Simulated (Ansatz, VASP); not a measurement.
**Sn2F: VASP beside Ansatz**

Contents of INCAR:

```
SYSTEM = Sn2F
PREC     = Accurate       ! precision mode
ENCUT    = 520            ! plane-wave cutoff, eV
EDIFF    = 1E-6           ! SCF threshold, eV
ISMEAR   = 0              ! smearing method
SIGMA    = 0.1            ! smearing width, eV
LREAL    = .False.        ! projectors in reciprocal space
LASPH    = .True.         ! aspherical terms in the spheres
NELM     = 100            ! most SCF steps
ALGO     = Fast           ! electronic algorithm
ISIF     = 2              ! what is computed and relaxed
LWAVE    = .False.        ! write WAVECAR
LCHARG   = .False.        ! write CHGCAR
GGA      = PE             ! functional
NBANDS   = 44             ! bands
```

The input KPOINTS:

```
regular mesh
0
Gamma
  4 4 6
  0 0 0
```

Contents of POSCAR:

```
Sn2F
1.0
    5.7330303459      0.0000000000      0.0000000000
    0.0000000000      5.9075937699      0.0000000000
    0.0000000000      0.0000000000      3.8587704252
Sn F
4 2
Direct
    0.2250000000      0.8250000000      0.5000000000
    0.7250000000      0.6750000000      0.0000000000
    0.7750000000      0.1750000000      0.5000000000
    0.2750000000      0.3250000000      0.0000000000
    0.5000000000      0.5000000000      0.5000000000
    0.0000000000      0.0000000000      0.0000000000
```

Input for Ansatz:

```yaml
crystal:
  lattice:
    - [5.7330303459, 0.0, 0.0]
    - [0.0, 5.9075937699, 0.0]
    - [0.0, 0.0, 3.8587704252]
  atoms:
    - { symbol: Sn, position: [0.225, 0.825, 0.5] }
    - { symbol: Sn, position: [0.725, 0.675, 0.0] }
    - { symbol: Sn, position: [0.775, 0.175, 0.5] }
    - { symbol: Sn, position: [0.275, 0.325, 0.0] }
    - { symbol: F, position: [0.5, 0.5, 0.5] }
    - { symbol: F, position: [0.0, 0.0, 0.0] }
basis:
  ecutwfc: 420
kpoints:
  mp_grid: { grid: [4, 4, 6] }
hamiltonian:
  xc: pbe
scf:
  occupations: { method: gaussian, width: 0.1 }
  lower_state_search: "off"
output:
  forces: true
  stress: true
  eigenvalues: true
```

Alike in both runs: task single point; functional PBE; k mesh 4 × 4 × 6; occupations gaussian, width 0.1 eV; no spin polarisation.

```csv
,VASP,Ansatz
version,VASP 6.6.1,Ansatz 0.2.0
potentials or method,"VASP PAW PBE potentials, release 64 (Sn_d, F), cutoff 520 eV","scalar-relativistic, plane waves, PAW"
valence electrons in the cell,70,70
```

```csv
,VASP,Ansatz,Ansatz less VASP
gap on the k mesh at the Fermi level (eV),none,none,-
pressure (GPa),5.3,5.4,+0.08
"traceless stress, the component that is largest in VASP (GPa)",-0.66,-0.65,+0.004
rms of the force components (eV/Å),0.199,0.199,-0.0002
```

Atom by atom the forces differ by 0.001 eV/Å (rms over components). A gap of «none» marks a metal or a gap that the smearing closes.
